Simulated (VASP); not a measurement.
Set up this calculation in VASP 6.6.1, as the native input.

* Task: single point
* Functional: PBEsol
* Potentials or basis: VASP PAW PBE potentials, release 64 (W_sv, S)
* Cutoff: 520 eV
* k mesh: 14 × 14 × 7
* Occupations: gaussian, width 0.1 eV
* Spin: collinear spin
* Starting moments: [1.0, -1.0, 0.0, 0.0] μB
* Dipole correction: no
* Further INCAR settings: ALGO = Fast; EDIFF = 1e-07; NBANDS = 32

The structure of WS lies in POSCAR:

```
WS
1.0
    0.0000000000      2.4499136187      2.4499136187
    2.4499136187      0.0000000000      2.4499136187
    4.8998272375      4.8998272375      0.0000000000
W S
2 2
Direct
    0.0000000000      1.0000000000      1.0000000000
    0.0000000000      1.0000000000      0.5000000000
    0.5000000000      0.5000000000      0.2500000000
    0.5000000000      0.5000000000      0.7500000000
```

The input as run:

INCAR

```
SYSTEM = WS
PREC = Accurate
ENCUT = 520
EDIFF = 1E-7
ISMEAR = 0
SIGMA = 0.1
LREAL = .False.
LASPH = .True.
NELM = 150
ALGO = Fast
ISIF = 2
LWAVE = .False.
LCHARG = .True.
ISPIN = 2
MAGMOM = 1 -1 0 0
LORBIT = 11
LMAXMIX = 4
GGA = PS
LELF = .True.
LVHAR = .True.
NBANDS = 32
```

KPOINTS

```
Automatic mesh
0
Gamma
  14 14 7
  0 0 0
```

Potentials or basis: VASP PAW PBE potentials, release 64 (W_sv, S).

Run with:

```console
$ cat potpaw_PBE.64/W_sv/POTCAR potpaw_PBE.64/S/POTCAR > POTCAR
$ mpirun -np 1 vasp_std > vasp.out
```

It gave:

```json
{
 "Pressure": "0.6 GPa",
 "Band gap on the k mesh": "zero (filled and empty bands overlap)",
 "Net moment": "0.00 μB per cell",
 "Valence electrons inside the program's atomic spheres": "W 12.04; S 3.69"
}
```

Caveat: the PAW data sets were made with another functional, which shifts forces and pressure a little; spin-orbit coupling is left out, which moves the levels of the heavy elements.

Wall time 19 min on 1 thread of Oxide Virtual Turin-like Processor (shared host), peak memory 0.46 GiB.
